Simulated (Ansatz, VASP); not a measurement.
# One calculation of Ti4HO, two programs

INCAR

```
SYSTEM = Ti4HO
  PREC = Accurate
  ENCUT = 520
  EDIFF = 1E-6
  ISMEAR = 0
  SIGMA = 0.1
  LREAL = .FALSE.
  LASPH = .TRUE.
  NELM = 100
  ALGO = Normal
  ISIF = 2
  LWAVE = .FALSE.
  LCHARG = .FALSE.
  LDIPOL = .TRUE.
  IDIPOL = 3
  DIPOL = 0.5 0.5 0.507
  GGA = PS
  ISYM = 0
  NBANDS = 36
```

Contents of KPOINTS:

```
regular mesh
0
G
  10 10 1
  0 0 0
```

File POSCAR:

```
Ti4HO
1.0
    2.8679135953      0.0000000000      0.0000000000
    0.0000000000      2.8679135953      0.0000000000
    0.0000000000      0.0000000000     25.9637634532
Ti O H
4 1 1
Direct
    0.5000000000      0.5000000000      0.3273793499
    0.0000000000      0.0000000000      0.4054851744
    0.4991986797      0.5003186468      0.4852560171
   -0.0065096064      0.0005418791      0.5631314843
    0.0057721101      0.5003594926      0.6189264363
    0.2944647937      0.5001330753      0.6394188472
```

Input for Ansatz:

```yaml
crystal:
  lattice:
    - [2.8679135953, 0.0, 0.0]
    - [0.0, 2.8679135953, 0.0]
    - [0.0, 0.0, 25.9637634532]
  atoms:
    - { symbol: Ti, position: [0.5, 0.5, 0.3273793499] }
    - { symbol: Ti, position: [0.0, 0.0, 0.4054851744] }
    - { symbol: Ti, position: [0.4991986797, 0.5003186468, 0.4852560171] }
    - { symbol: Ti, position: [-0.0065096064, 0.0005418791, 0.5631314843] }
    - { symbol: O, position: [0.0057721101, 0.5003594926, 0.6189264363] }
    - { symbol: H, position: [0.2944647937, 0.5001330753, 0.6394188472] }
  symmetry: { detect: false }
basis:
  ecutwfc: 420
kpoints:
  mp_grid: { grid: [10, 10, 1] }
hamiltonian:
  xc: pbesol
scf:
  occupations: { method: gaussian, width: 0.1 }
  lower_state_search: "off"
output:
  forces: true
  eigenvalues: true
efield:
  axis: 3
  dipole_correction: true
  ramp_width: 0.04
```

Alike in both runs: task single point; functional PBEsol; k mesh 10 × 10 × 1; occupations gaussian, width 0.1 eV; no spin polarisation.

|  | VASP | Ansatz |
| --- | --- | --- |
| version | VASP 6.6.1 | Ansatz 0.2.0 |
| potentials or method | VASP PAW PBE potentials, release 64 (Ti_sv, O, H), cutoff 520 eV | scalar-relativistic, plane waves, PAW |
| valence electrons in the cell | 55 | 55 |

```csv
,VASP,Ansatz,Ansatz less VASP
gap on the k mesh at the Fermi level (eV),none,none,-
rms of the force components (eV/Å),0.236,0.231,-0.0048
```

VASP's potentials were made for PBE, not for PBEsol. Atom by atom the forces differ by 0.038 eV/Å (rms over components). A gap of «none» marks a metal or a gap that the smearing closes.
